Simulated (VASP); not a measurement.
# HC18F in VASP: a series of runs

Runs on HC18F. Level: PBE+D3(BJ). Tasks: single point.

Everything below comes from runs of VASP 6.6.1. Logs are shortened: lines on timing, memory, paths and dates and some standing lists are left out, and cuts for length are marked.

## 1. The cell of the first run

The cell holds a slab with vacuum, 20 atoms: a = 7.398 Å, b = 7.398 Å, c = 11.000 Å, α = 90.00°, β = 90.00°, γ = 120.00°.

## 2. Single point, PBE+D3(BJ)

INCAR

```
SYSTEM = HC18F
PREC = Accurate
ENCUT = 520
EDIFF = 1E-7
ISMEAR = 0
SIGMA = 0.02
LREAL = Auto
LASPH = .True.
NELM = 100
ALGO = Normal
ISIF = 2
LWAVE = .False.
LCHARG = .False.
GGA = PE
IVDW = 12
NBANDS = 56
```

KPOINTS

```
Automatic mesh
0
Gamma
  2 2 1
  0 0 0
```

POSCAR

```
HC18F
1.0
    7.3980000000      0.0000000000      0.0000000000
   -3.6990000000      6.4068560000      0.0000000000
    0.0000000000      0.0000000000     11.0000000000
C F H
18 1 1
Direct
   -0.0080839150     -0.0042313918      0.0859414558
    0.2133286048      0.1048222443      0.0858624086
   -0.0082528236      0.3289564660      0.0858499792
    0.2132605654      0.4378237292      0.0859128076
   -0.0082912995      0.6623036133      0.0859971789
    0.2132104343      0.7716755530      0.0860401097
    0.3251686205     -0.0041084482      0.0858161862
    0.5468056785      0.1049282046      0.0857586863
    0.3252244617      0.3289323946      0.0858718491
    0.5467859492      0.4381176084      0.0859807073
    0.3252082436      0.6623359147      0.0863656522
    0.5471392796      0.7716908494      0.0859963641
    0.6587012440     -0.0041645583      0.0858033409
    0.8801375300      0.1048167648      0.0858616484
    0.6585593661      0.3290513832      0.0859484638
    0.8800049914      0.4381298365      0.0859454879
    0.6585968563      0.6623210364      0.0860153746
    0.8801570797      0.7716448315      0.0859729007
    0.3427276939      0.7108675674      0.3700111286
    0.3368980391      0.6996848010      0.2848666700
```

Potentials or basis: VASP PAW PBE potentials, release 64 (C, F, H).

Command:

```bash
> cat potpaw_PBE.64/C/POTCAR potpaw_PBE.64/F/POTCAR potpaw_PBE.64/H/POTCAR > POTCAR
> mpirun -np 1 vasp_std > vasp.out
```

OUTCAR:

```text
SYSTEM = HC18F
   PREC = Accurate
   ENCUT = 520
   EDIFF = 1E-7
   ISMEAR = 0
   LREAL = Auto
   LASPH = .True.
   NELM = 100
   ISIF = 2
   GGA = PE
   IVDW = 12
 IVDW          = 12

 ion  position               nearest neighbor table
   1  0.992  0.996  0.086-  14 1.41   2 1.42  18 1.44
   2  0.213  0.105  0.086-   7 1.41   1 1.42   9 1.44
   3  0.992  0.329  0.086-  16 1.42   4 1.42  14 1.44
   4  0.213  0.438  0.086-   9 1.42   3 1.42  11 1.44
   5  0.992  0.662  0.086-  18 1.42   6 1.42  16 1.44
   6  0.213  0.772  0.086-  11 1.42   5 1.42   7 1.44
[... 10 lines left out ...]
  17  0.659  0.662  0.086-  12 1.41  18 1.42  10 1.44
  18  0.880  0.772  0.086-   5 1.42  17 1.42   1 1.44
  19  0.343  0.711  0.370-  20 0.94
  20  0.337  0.700  0.285-  19 0.94

  LATTYP: Found a hexagonal cell.
 ALAT       =     7.3980000000
 C/A-ratio  =     1.4868883482

  Lattice vectors:

 A1 = (   7.3980000000,   0.0000000000,   0.0000000000)
 A2 = (  -3.6990000000,   6.4068560000,   0.0000000000)
 A3 = (   0.0000000000,   0.0000000000,  11.0000000000)

Analysis of symmetry for initial positions (statically):
=====================================================================
 Subroutine PRICEL returns:
 Original cell was already a primitive cell.

 Routine SETGRP: Setting up the symmetry group for a
 hexagonal supercell.

 Subroutine GETGRP returns: Found  1 space group operations
 (whereof  1 operations were pure point group operations)
 out of a pool of 24 trial point group operations.

The static configuration has the point symmetry C_1 .

Analysis of symmetry for dynamics (positions and initial velocities):
=====================================================================
 Subroutine PRICEL returns:
 Original cell was already a primitive cell.

 Routine SETGRP: Setting up the symmetry group for a
 hexagonal supercell.

 Subroutine GETGRP returns: Found  1 space group operations
 (whereof  1 operations were pure point group operations)
 out of a pool of 24 trial point group operations.

The dynamic configuration has the point symmetry C_1 .

 Subroutine INISYM returns: Found  1 space group operations
 (whereof  1 operations are pure point group operations),
 and found     1 'primitive' translations

[... 112 lines left out ...]
   NSW    =      0    number of steps for IOM
   IBRION =     -1    ionic relax: 0-MD 1-quasi-New 2-CG
   NFREE  =      0    steps in history (QN), initial steepest desc. (CG)
   ISIF   =      2    stress and relaxation
   ISYM   =      2    0-nonsym 1-usesym 2-fastsym
   POTIM  = 0.5000    time-step for ionic-motion
   TEBEG  =    0.0;   TEEND  =   0.0 temperature during run
   PSTRESS=    0.0 pullay stress
   NELECT =      80.0000    total number of electrons
   NUPDOWN=      -1.0000    fix difference up-down
   EMIN   =  10.00;   EMAX   =-10.00  energy-range for DOS
   EFERMI =   0.00;   METHOD = LEGACY
   ISMEAR =     0;   SIGMA  =   0.02  broadening in eV -4-tet -1-fermi 0-gaus
   EFERMI_NEDOS =   21; number of points for ismear=-14 and -15
   IALGO  =     38    algorithm
   IMIX   =      4    mixing-type and parameters
     AMIX     =   0.40;   BMIX     =  1.00
     AMIX_MAG =   1.60;   BMIX_MAG =  1.00
  volume/ion in A,a.u.               =      26.07       175.92
  Fermi-wavevector in a.u.,A,eV,Ry     =   0.876437  1.656226 10.451210  0.768142
  Thomas-Fermi vector in A             =   1.996247
   LORBIT       =      0    0 simple, 1 ext, 2 COOP (PROOUT), +10 PAW based schemes
   GGA     = PE    functional components
   LHFCALC =     F    Hartree Fock is set to
   AEXX    =    0.0000 exact exchange contribution
   IVDW    =    12    specifies the selected vdW correction
   LEPSILON=     F    determine dielectric tensor
   LRPA    =     F    only Hartree local field effects (RPA)
 non-spin polarized calculation
 Gauss-broadening in eV      SIGMA  =   0.02
  energy-cutoff  :      520.00
  volume of cell :      521.38
 maximum number of plane-waves:     14099
 NGX is ok and might be reduce to    56
   NGX = 27   NGY = 27   NGZ = 41

 number of electron      80.0000005 magnetization

 Free energy of the ion-electron system (eV)
  ---------------------------------------------------
  ext. energy  EPLUGINS =         0.00000000
  ---------------------------------------------------
  free energy    TOTEN  =      -173.55622420 eV

  energy without entropy =     -173.55622410  energy(sigma->0) =     -173.55622415

 E-fermi :  -1.7880     XC(G=0):  -4.2984

 val. band max:       -1.8541554907   @ k =   0.0000   0.0000   0.0000
 cond. band min:      -1.7218219608   @ k =   0.0000   0.0000   0.0000
 fundamental gap:      0.1323335300
 Fermi energy:        -1.7879887619

 k-point     1 :       0.0000    0.0000    0.0000
  band No.  band energies     occupation
      1     -26.7238      2.00000
      2     -21.3100      2.00000
      3     -18.7675      2.00000
      4     -18.7384      2.00000
      5     -18.7326      2.00000
      6     -18.7169      2.00000
[... 209 lines left out ...]
     51       4.3453      0.00000
     52       4.6095      0.00000
 [bands above 52 left out]

------------------------ aborting loop because EDIFF is reached ----------------------------------------

 Edisp (eV)   -1.70124

 E8    (eV) :    -0.5218

  FORCE on cell =-STRESS in cart. coord.  units (eV):
  Direction    XX          YY          ZZ          XY          YZ          ZX
  --------------------------------------------------------------------------------------
  -------------------------------------------------------------------------------------
  Total      -3.59132     5.71957     0.01991     0.84799     0.02084     0.00096
  in kB     -11.03602    17.57609     0.06118     2.60586     0.06404     0.00296
  external pressure =        2.20 kB  Pullay stress =        0.00 kB

 VOLUME and BASIS-vectors are now :
 -----------------------------------------------------------------------------
  energy-cutoff  :      520.00
  volume of cell :      521.38
      direct lattice vectors                 reciprocal lattice vectors
     7.398000000  0.000000000  0.000000000     0.135171668  0.078041398  0.000000000
    -3.699000000  6.406856000  0.000000000     0.000000000  0.156082796  0.000000000
     0.000000000  0.000000000 11.000000000     0.000000000  0.000000000  0.090909091

 POSITION                                       TOTAL-FORCE (eV/Angst)
 -----------------------------------------------------------------------------------
      3.65485      6.37975      0.94536        -0.005212     -0.000043     -0.001538
      1.19047      0.67158      0.94449         0.008245      0.001345     -0.001350
      6.12014      2.10758      0.94435        -0.014324     -0.001387      0.002020
     -0.04181      2.80507      0.94504        -0.001578      0.001153      0.002082
      4.88680      4.24328      0.94597        -0.002502     -0.016684      0.002417
     -1.27710      4.94401      0.94644        -0.000322      0.004278      0.000141
[... 12 lines left out ...]
     -0.09400      4.55443      4.07012        -0.000044      0.022419      0.304941
     -0.09576      4.48278      3.13353        -0.001200     -0.024643     -0.309857
 -----------------------------------------------------------------------------------
    total drift:                               -0.005589      0.004446      0.045105

  FREE ENERGIE OF THE ION-ELECTRON SYSTEM (eV)
  ---------------------------------------------------
  free  energy   TOTEN  =      -175.2574616718 eV

  energy  without entropy=     -175.2574615722  energy(sigma->0) =     -175.25746162
```

Run time: 4.2 min. Hardware: 1 thread of AMD EPYC 7R13 (Zen 3), shared host; peak memory 0.57 GiB.

Results:

| Quantity | Value |
| --- | --- |
| Free energy | -175.2575 eV |
| Largest force | 0.311 eV/Å |
| Band gap on the k mesh | 0.13 eV, direct |
| Dispersion energy per atom | -0.085 eV |

Forces on the atoms (eV/Å):
```
C   -0.005  0.000 -0.002
C    0.008  0.001 -0.001
C   -0.014 -0.001  0.002
C   -0.002  0.001  0.002
C   -0.003 -0.017  0.002
C    0.000  0.004  0.000
C   -0.001  0.003 -0.002
C   -0.001  0.001 -0.002
C    0.003 -0.005 -0.004
C   -0.002  0.007  0.000
C    0.004 -0.001  0.008
C    0.001  0.000  0.004
C    0.004 -0.001 -0.002
C   -0.002  0.010 -0.002
C    0.007  0.005  0.003
C    0.005 -0.002  0.001
C   -0.002 -0.004 -0.002
C    0.002  0.001 -0.001
F    0.000  0.022  0.305
H   -0.001 -0.025 -0.310
```

Levels at points of the mesh, in eV from the valence-band top:
```tsv
k point	band 36	band 37	band 38	band 39	band 40	band 41	band 42	band 43	band 44	band 45
(0.00, 0.00, 0.00)	-4.38	-3.16	-2.80	-0.04	0.00	0.13	0.16	3.42	4.77	4.89
(0.50, 0.00, 0.00)	-2.66	-2.61	-2.56	-2.53	-2.26	1.69	2.46	2.53	2.65	2.70
(0.00, 0.50, 0.00)	-2.63	-2.58	-2.56	-2.54	-2.37	1.88	2.49	2.55	2.59	2.62
(0.50, 0.50, 0.00)	-2.66	-2.60	-2.57	-2.54	-2.23	1.64	2.48	2.55	2.64	2.69
```

Caveat: the k points lie up to 0.49 Å⁻¹ apart.

(Part 1 of 2 ends here.)
